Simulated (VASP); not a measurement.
The system is AgCl.

```xyz
2
Lattice="0.0000 2.5245 2.5245 2.5245 0.0000 2.5245 2.5245 2.5245 0.0000" Properties=species:S:1:pos:R:3 pbc="T T T"
Ag    0.0000    0.0000    0.0000
Cl    2.5245    2.5245    2.5245
```

```yaml
Program: VASP 6.6.1
Task: relaxation of cell and atoms
Functional: PBE
Potentials_or_basis: VASP PAW PBE potentials, release 64 (Ag, Cl)
Cutoff: 600 eV
k_mesh: 8 × 8 × 8
Occupations: fermi-dirac, width 0.02 eV
Spin: no spin polarisation
```

At the start: pressure 30.3 GPa; volume 16.09 Å³/atom.

Where does the relaxation end?

Over 20 steps the energy falls by 406.0 meV/atom and the volume is 22.01 Å³/atom (+36.8 %); space group Fm-3m (No. 225, to 0.1 Å) before and after.

Step by step:
```
step  energy change (eV)  largest force (eV/Å)  pressure (GPa)  volume (Å³)
   1              0.0000                0.0000           30.34        32.18
   2             -0.7626                0.0000           -3.14        48.55
   3             -0.8111                0.0000            0.53        43.52
   4             -0.8119                0.0000           -0.10        44.16
   5             -0.8119                0.0000            0.15        43.89
   6             -0.8119                0.0000            0.16        43.89
   7             -0.8119                0.0000            0.15        43.90
   8             -0.8119                0.0000            0.15        43.90
   9             -0.8119                0.0000            0.15        43.90
  10             -0.8119                0.0000            0.15        43.90
  11             -0.8119                0.0000            0.15        43.90
  12             -0.8119                0.0000            0.15        43.90
  13             -0.8119                0.0000            0.15        43.90
  14             -0.8119                0.0000            0.15        43.90
  15             -0.8119                0.0000            0.15        43.90
  16             -0.8119                0.0000            0.14        43.90
  17             -0.8119                0.0000            0.13        43.91
  18             -0.8119                0.0000            0.12        43.93
  19             -0.8119                0.0000            0.09        43.96
  20             -0.8120                0.0000            0.03        44.02
```

Final structure:
```yaml
crystal:
  lattice:
    - [0.00000, 2.80239, 2.80239]
    - [2.80239, 0.00000, 2.80239]
    - [2.80239, 2.80239, 0.00000]
  atoms:
    - { symbol: Ag, position: [0.00000, 0.00000, 0.00000] }
    - { symbol: Cl, position: [0.50000, 0.50000, 0.50000] }
```

Caveat: the volume moved by over 15 % at a fixed basis, so the end points are rough.
